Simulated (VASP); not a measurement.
# WS2 (P6_3/mmc) in VASP: single point with PBE

Aim: the single point of WS2 with PBE.

Everything below comes from runs of VASP 6.6.1. Logs are shortened: lines on timing, memory, paths and dates and some standing lists are left out, and cuts for length are marked.

### 1 The cell of the first run

It takes space group P6_3/mmc (No. 194, hexagonal). The conventional cell has a = 3.180 Å, b = 3.180 Å, c = 12.500 Å, α = 90.00°, β = 90.00°, γ = 120.00°. W (site symmetry -6m2) has 6 S at 2.41 Å and 6 W at 3.18 Å within 3.2 Å. S (site symmetry 3m) has 3 W at 2.41 Å and 7 S at 3.12 to 3.18 Å within 3.2 Å.

### 2 Single point, PBE

POSCAR

```
WS2
1.0
    3.1800000000      0.0000000000      0.0000000000
   -1.5900000000      2.7539607840      0.0000000000
    0.0000000000      0.0000000000     12.5000000000
W S
2 4
Direct
    0.3333333333      0.6666666667      0.2500000000
    0.6666666667      0.3333333333      0.7500000000
    0.3333333333      0.6666666667      0.6250000000
    0.6666666667      0.3333333333      0.1250000000
    0.3333333333      0.6666666667      0.8750000000
    0.6666666667      0.3333333333      0.3750000000
```

INCAR.step1

```
PREC = Accurate
ENCUT = 520
EDIFF = 1E-6
ISMEAR = 0
SIGMA = 0.05
LREAL = False
LASPH = True
NELM = 60
ALGO = Normal
ISIF = 2
LWAVE = False
LCHARG = True
LMAXMIX = 4
GGA = PE
NBANDS = 35
```

KPOINTS.step1

```
Automatic mesh
0
Gamma
  9 9 2
```

INCAR.step2

```
PREC = Accurate
ENCUT = 520
EDIFF = 1E-6
ISMEAR = -5
SIGMA = 0.05
LREAL = False
LASPH = True
NELM = 60
ALGO = Normal
ISIF = 2
LWAVE = False
LCHARG = False
LMAXMIX = 4
GGA = PE
LORBIT = 10
NEDOS = 2001
ICHARG = 11
```

KPOINTS.step2

```
Automatic mesh
0
Gamma
  14 14 3
```

Potentials or basis: VASP PAW PBE potentials, release 64 (W_sv, S).

Command:

```
$ cat potpaw_PBE.64/W_sv/POTCAR potpaw_PBE.64/S/POTCAR > POTCAR
$ cp INCAR.step1 INCAR
$ cp KPOINTS.step1 KPOINTS
$ mpirun -np 1 vasp_std > vasp.out
$ cp INCAR.step2 INCAR
$ cp KPOINTS.step2 KPOINTS
$ mpirun -np 1 vasp_std > vasp.out
```

OUTCAR:

```text
PREC = Accurate
   ENCUT = 520
   EDIFF = 1E-6
   ISMEAR = -5
   LREAL = False
   LASPH = True
   NELM = 60
   ISIF = 2
   GGA = PE
   LORBIT = 10
   ICHARG = 11

 ion  position               nearest neighbor table
   1  0.333  0.667  0.250-   4 2.41   6 2.41   4 2.41   6 2.41   4 2.41   6 2.41
   2  0.667  0.333  0.750-   3 2.41   5 2.41   3 2.41   5 2.41   3 2.41   5 2.41
   3  0.333  0.667  0.625-   2 2.41   2 2.41   2 2.41
   4  0.667  0.333  0.125-   1 2.41   1 2.41   1 2.41
   5  0.333  0.667  0.875-   2 2.41   2 2.41   2 2.41
   6  0.667  0.333  0.375-   1 2.41   1 2.41   1 2.41

  LATTYP: Found a hexagonal cell.
 ALAT       =     3.1800000000
 C/A-ratio  =     3.9308176101

  Lattice vectors:

 A1 = (   3.1800000000,   0.0000000000,   0.0000000000)
 A2 = (  -1.5900000000,   2.7539607840,   0.0000000000)
 A3 = (   0.0000000000,   0.0000000000,  12.5000000000)

Analysis of symmetry for initial positions (statically):
=====================================================================
 Subroutine PRICEL returns:
 Original cell was already a primitive cell.

 Routine SETGRP: Setting up the symmetry group for a
 hexagonal supercell.

 Subroutine GETGRP returns: Found 24 space group operations
 (whereof 12 operations were pure point group operations)
 out of a pool of 24 trial point group operations.

The static configuration has the point symmetry D_3d.
 The point group associated with its full space group is D_6h.

Analysis of symmetry for dynamics (positions and initial velocities):
=====================================================================
 Subroutine PRICEL returns:
 Original cell was already a primitive cell.

 Routine SETGRP: Setting up the symmetry group for a
 hexagonal supercell.

 Subroutine GETGRP returns: Found 24 space group operations
 (whereof 12 operations were pure point group operations)
 out of a pool of 24 trial point group operations.

The dynamic configuration has the point symmetry D_3d.
 The point group associated with its full space group is D_6h.

 Subroutine INISYM returns: Found 24 space group operations
 (whereof 12 operations are pure point group operations),
 and found     1 'primitive' translations

----------------------------------------------------------------------------------------

                                     Primitive cell

  volume of cell :     109.4699

  direct lattice vectors                    reciprocal lattice vectors
     3.180000000  0.000000000  0.000000000     0.314465409  0.181556688  0.000000000
    -1.590000000  2.753960784  0.000000000     0.000000000  0.363113377  0.000000000
     0.000000000  0.000000000 12.500000000     0.000000000  0.000000000  0.080000000

  length of vectors
     3.180000000  3.180000000 12.500000000     0.363113377  0.363113377  0.080000000

  position of ions in fractional coordinates (direct lattice)
     0.333333333  0.666666667  0.250000000
     0.666666667  0.333333333  0.750000000
     0.333333333  0.666666667  0.625000000
     0.666666667  0.333333333  0.125000000
     0.333333333  0.666666667  0.875000000
     0.666666667  0.333333333  0.375000000

  ion indices of the primitive-cell ions
   primitive index   ion index
                 1           1
                 2           2
                 3           3
                 4           4
                 5           5
                 6           6

----------------------------------------------------------------------------------------

 KPOINTS: Automatic mesh

Automatic generation of k-mesh.
 Grid dimensions read from file:
 generate k-points for:   14   14    3

 Generating k-lattice:

  Cartesian coordinates                     Fractional coordinates (reciprocal lattice)
     0.022461815  0.012968335  0.000000000     0.071428571  0.000000000  0.000000000
     0.000000000  0.025936670  0.000000000     0.000000000  0.071428571  0.000000000
     0.000000000  0.000000000  0.026666667     0.000000000  0.000000000  0.333333333

  Length of vectors
     0.025936670  0.025936670  0.026666667

  Shift w.r.t. Gamma in fractional coordinates (k-lattice)
     0.000000000  0.000000000  0.000000000

 TETIRR: Found    511 inequivalent tetrahedra from     3528

 Subroutine IBZKPT returns following result:
 ===========================================

 Found     48 irreducible k-points:

 Following reciprocal coordinates:
            Coordinates               Weight
  0.000000  0.000000  0.000000      1.000000
  0.071429  0.000000  0.000000      6.000000
  0.142857  0.000000  0.000000      6.000000
  0.214286  0.000000  0.000000      6.000000
  0.285714  0.000000  0.000000      6.000000
  0.357143  0.000000  0.000000      6.000000
[... 16 lines left out ...]
  0.285714  0.285714  0.000000      6.000000
  0.357143  0.285714  0.000000      6.000000
 [... further k-points ...]
   k-points           NKPTS =     48   k-points in BZ     NKDIM =     48   number of bands    NBANDS=     31
   number of dos      NEDOS =   2001   number of ions     NIONS =      6
   total plane-waves  NPLWV =  55296
   dimension x,y,z NGX =    24 NGY =   24 NGZ =   96
   dimension x,y,z NGXF=    48 NGYF=   48 NGZF=  192
   ions per type =               2   4
   NGX,Y,Z   is equivalent  to a cutoff of  12.55, 12.55, 12.77 a.u.
   NGXF,Y,Z  is equivalent  to a cutoff of  25.09, 25.09, 25.54 a.u.
 SYSTEM =  unknown system
   PREC   = accura    normal or accurate (medium, high low for compatibility)
   ISTART =      0    job   : 0-new  1-cont  2-samecut
   ICHARG =     11    charge: 1-file 2-atom 10-const
   ISPIN  =      1    spin polarized calculation?
   LNONCOLLINEAR =      F non collinear calculations
   LSORBIT =      F    spin-orbit coupling
   LASPH  =      T    aspherical Exc in radial PAW
   ENCUT  =  520.0 eV  38.22 Ry    6.18 a.u.   5.91  5.91 23.24*2*pi/ulx,y,z
   NELM   =     60;   NELMIN=  2; NELMDL=  0     # of ELM steps
   EDIFF  = 0.1E-05   stopping-criterion for ELM
   LREAL  =      F    real-space projection
   EDIFFG = 0.1E-04   stopping-criterion for IOM
   NSW    =      0    number of steps for IOM
   IBRION =     -1    ionic relax: 0-MD 1-quasi-New 2-CG
   NFREE  =      0    steps in history (QN), initial steepest desc. (CG)
   ISIF   =      2    stress and relaxation
   ISYM   =      2    0-nonsym 1-usesym 2-fastsym
   POTIM  = 0.5000    time-step for ionic-motion
   TEBEG  =    0.0;   TEEND  =   0.0 temperature during run
   PSTRESS=    0.0 pullay stress
   NELECT =      52.0000    total number of electrons
   NUPDOWN=      -1.0000    fix difference up-down
   EMIN   =  10.00;   EMAX   =-10.00  energy-range for DOS
   EFERMI =   0.00;   METHOD = LEGACY
   ISMEAR =    -5;   SIGMA  =   0.05  broadening in eV -4-tet -1-fermi 0-gaus
   EFERMI_NEDOS =   21; number of points for ismear=-14 and -15
   IALGO  =     38    algorithm
   IMIX   =      4    mixing-type and parameters
     AMIX     =   0.40;   BMIX     =  1.00
     AMIX_MAG =   1.60;   BMIX_MAG =  1.00
  volume/ion in A,a.u.               =      18.24       123.12
  Fermi-wavevector in a.u.,A,eV,Ry     =   1.277353  2.413847 22.199688  1.631631
  Thomas-Fermi vector in A             =   2.409958
   LORBIT       =     10    0 simple, 1 ext, 2 COOP (PROOUT), +10 PAW based schemes
   GGA     = PE    functional components
   LHFCALC =     F    Hartree Fock is set to
   AEXX    =    0.0000 exact exchange contribution
   IVDW    =     0    specifies the selected vdW correction
   LEPSILON=     F    determine dielectric tensor
   LRPA    =     F    only Hartree local field effects (RPA)
 non-spin polarized calculation
 Fermi weights with tetrahedron method with Bloechl corrections
  energy-cutoff  :      520.00
  volume of cell :      109.47
 maximum number of plane-waves:      2978
 NGX is ok and might be reduce to    24

 number of electron      52.0000006 magnetization

 Free energy of the ion-electron system (eV)
  ---------------------------------------------------
  ext. energy  EPLUGINS =         0.00000000
  ---------------------------------------------------
  free energy    TOTEN  =       -47.28106406 eV

  energy without entropy =      -47.28106406  energy(sigma->0) =      -47.28106406

 E-fermi :   7.1404     XC(G=0): -10.7731

 val. band max:        7.1202950912   @ k =   0.0000   0.0000   0.0000
 cond. band min:       8.2219317286   @ k =   0.2143   0.1429   0.0000
 fundamental gap:      1.1016366374
 Fermi energy:         7.1403720866

 k-point     1 :       0.0000    0.0000    0.0000
  band No.  band energies     occupation
      1     -67.5157      2.00000
      2     -67.5157      2.00000
      3     -31.7552      2.00000
      4     -31.7551      2.00000
      5     -31.6058      2.00000
      6     -31.6058      2.00000
[... 23 lines left out ...]
     30       9.4481      0.00000
     31       9.5354      0.00000

 k-point     2 :       0.0714    0.0000    0.0000
  band No.  band energies     occupation
      1     -67.5149      2.00000
      2     -67.5148      2.00000
      3     -31.7521      2.00000
      4     -31.7521      2.00000
      5     -31.6228      2.00000
      6     -31.6228      2.00000
[... 23 lines left out ...]
     30       9.3903      0.00000
     31       9.4630      0.00000

 k-point     3 :       0.1429    0.0000    0.0000
  band No.  band energies     occupation
      1     -67.5125      2.00000
      2     -67.5125      2.00000
      3     -31.7435      2.00000
      4     -31.7435      2.00000
      5     -31.6703      2.00000
      6     -31.6703      2.00000
[... 703 lines left out ...]
     30      10.0031      0.00000
     31      10.4163      0.00000

 k-point    24 :       0.3571    0.2857    0.0000
  band No.  band energies     occupation
      1     -67.4968      2.00000
      2     -67.4968      2.00000
      3     -31.8683      2.00000
      4     -31.8683      2.00000
      5     -31.8077      2.00000
      6     -31.8076      2.00000
[... 23 lines left out ...]
     30      10.3463      0.00000
     31      10.4512      0.00000

 [... further k-points ...]

------------------------ aborting loop because EDIFF is reached ----------------------------------------

  FORCE on cell =-STRESS in cart. coord.  units (eV):
  Direction    XX          YY          ZZ          XY          YZ          ZX
  --------------------------------------------------------------------------------------
  -------------------------------------------------------------------------------------
  Total        1.1113553      1.1113553      2.3618682      0.0000000      0.0000000      0.0000000
  in kB       16.2655448     16.2655448     34.5677700      0.0000000      0.0000000      0.0000000
  external PRESSURE =      22.3662865 kB  Pullay stress =       0.0000000 kB

 VOLUME and BASIS-vectors are now :
 -----------------------------------------------------------------------------
  energy-cutoff  :      520.00
  volume of cell :      109.47
      direct lattice vectors                 reciprocal lattice vectors
     3.180000000  0.000000000  0.000000000     0.314465409  0.181556688  0.000000000
    -1.590000000  2.753960784  0.000000000     0.000000000  0.363113377  0.000000000
     0.000000000  0.000000000 12.500000000     0.000000000  0.000000000  0.080000000

 POSITION                                       TOTAL-FORCE (eV/Angst)
 -----------------------------------------------------------------------------------
     -0.00000      1.83597      3.12500        -0.000000      0.000000      0.000000
      1.59000      0.91799      9.37500         0.000000     -0.000000      0.000000
     -0.00000      1.83597      7.81250        -0.000000     -0.000000     -0.132173
      1.59000      0.91799      1.56250        -0.000000      0.000000     -0.132173
     -0.00000      1.83597     10.93750        -0.000000     -0.000000      0.132173
      1.59000      0.91799      4.68750        -0.000000      0.000000      0.132173
 -----------------------------------------------------------------------------------
    total drift:                               -0.000000      0.000000     -0.000000

  FREE ENERGIE OF THE ION-ELECTRON SYSTEM (eV)
  ---------------------------------------------------
  free  energy   TOTEN  =       -47.2810640599 eV

  energy  without entropy=      -47.2810640599  energy(sigma->0) =      -47.28106406

 total charge

# of ion       s       p       d       tot
------------------------------------------
    1        2.320   6.326   3.374  12.020
    2        2.320   6.326   3.374  12.020
    3        1.359   2.365   0.000   3.724
    4        1.359   2.365   0.000   3.724
    5        1.359   2.365   0.000   3.724
    6        1.359   2.365   0.000   3.724
--------------------------------------------------
tot         10.076  22.110   6.748  38.935
```

Wall time 4 min (1 thread of Intel Xeon 8259CL, shared host); peak memory 0.29 GiB.

What came out:

| Quantity | Value |
| --- | --- |
| Valence electrons inside the program's atomic spheres | W 12.02; S 3.72 |

Levels at points of the mesh, in eV from the valence-band top:
```tsv
k point	band 22	band 23	band 24	band 25	band 26	band 27	band 28	band 29	band 30	band 31
(0.00, 0.00, 0.00)	-2.25	-2.25	-1.57	-1.08	0.00	2.26	2.26	2.28	2.33	2.42
(0.50, 0.00, 0.00)	-2.70	-2.01	-1.85	-1.66	-1.50	2.22	2.26	2.57	2.79	3.14
```

Caveat: spin-orbit coupling is left out, which moves the levels of the heavy elements; this functional lacks dispersion, which binds the layers, so the pressure and a relaxed spacing across them are unreliable.
